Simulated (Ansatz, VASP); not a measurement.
BaTiO3 in VASP and in Ansatz

```
Ba Ti O
1.0
     4.02536    0.00000    0.00000
     0.00000    2.86527    2.78909
     0.00000   -2.86527    2.78909
Ba Ti O
1 1 3
Direct
  0.00000 0.00000 0.00000
  0.50000 0.51240 0.51240
  0.00000 0.48740 0.48740
  0.50000 0.50524 0.99184
  0.50000 0.99184 0.50524
```

Alike in both runs: task single point; functional PBEsol; k mesh 6 × 6 × 6; occupations gaussian, width 0.02 eV; no spin polarisation.

|  | VASP | Ansatz |
| --- | --- | --- |
| version | VASP 6.6.1 | Ansatz 0.2.0 |
| potentials or method | VASP PAW PBE potentials, release 64 (Ba_sv, Ti_sv, O), cutoff 520 eV | plane waves, PAW |
| valence electrons in the cell | 40 | 40 |

Ansatz gave:

| Property | Result |
| --- | --- |
| pressure (GPa) | -3.9 |
| traceless stress, the component that is largest in VASP (GPa) | 4.02 |

**Question.** Which values does VASP return?

**Answer.** Pressure (GPa): -2.1; traceless stress, the component that is largest in VASP (GPa): 4.17.

VASP's potentials were made for PBE, not for PBEsol. With one functional, cell and mesh, what is left measures potentials, basis and numerics.

Spin-orbit coupling is off throughout.
